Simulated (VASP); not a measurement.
MgF2:

```
Mg F
1.0
     4.69758    0.00000    0.00000
     0.00000    4.69758    0.00000
     0.00000    0.00000    3.09299
Mg F
2 4
Direct
  0.50000 0.50000 0.50000
  0.00000 0.00000 0.00000
  0.69643 0.69643 0.00000
  0.80357 0.19643 0.50000
  0.30357 0.30357 0.00000
  0.19643 0.80357 0.50000
```

```yaml
Program: VASP 6.6.1
Task: relaxation of cell and atoms
Functional: PBEsol
Potentials_or_basis: VASP PAW PBE potentials, release 64 (Mg, F)
Cutoff: 600 eV
k_mesh: 6 × 6 × 8
Occupations: fermi-dirac, width 0.02 eV
Spin: no spin polarisation
```

At the start: pressure -4.2 GPa; volume 11.38 Å³/atom.

Q: How do energy, volume and symmetry change on relaxing?

A: Over 5 steps the energy falls by 6.8 meV/atom and the volume is 10.87 Å³/atom (-4.4 %); space group P4_2/mnm (No. 136, to 0.1 Å) before and after.

Step by step:
```csv
step,energy change (eV),largest force (eV/Å),pressure (GPa),volume (Å³)
1,0.0000,0.0401,-4.15,68.25
2,-0.0397,0.0524,-0.12,65.38
3,-0.0397,0.0543,-0.03,65.33
4,-0.0404,0.0223,-0.01,65.27
5,-0.0406,0.0015,0.01,65.23
```

Final structure:
```xyz
6
Lattice="4.6233 0.0000 0.0000 0.0000 4.6233 0.0000 0.0000 0.0000 3.0519" Properties=species:S:1:pos:R:3 pbc="T T T"
Mg    2.3116    2.3116    1.5260
Mg    0.0000    0.0000    0.0000
F     3.2216    3.2216    0.0000
F     3.7133    0.9100    1.5260
F     1.4017    1.4017    0.0000
F     0.9100    3.7133    1.5260
```

Caveat: the PAW data sets were made with another functional, which shifts forces and pressure a little.
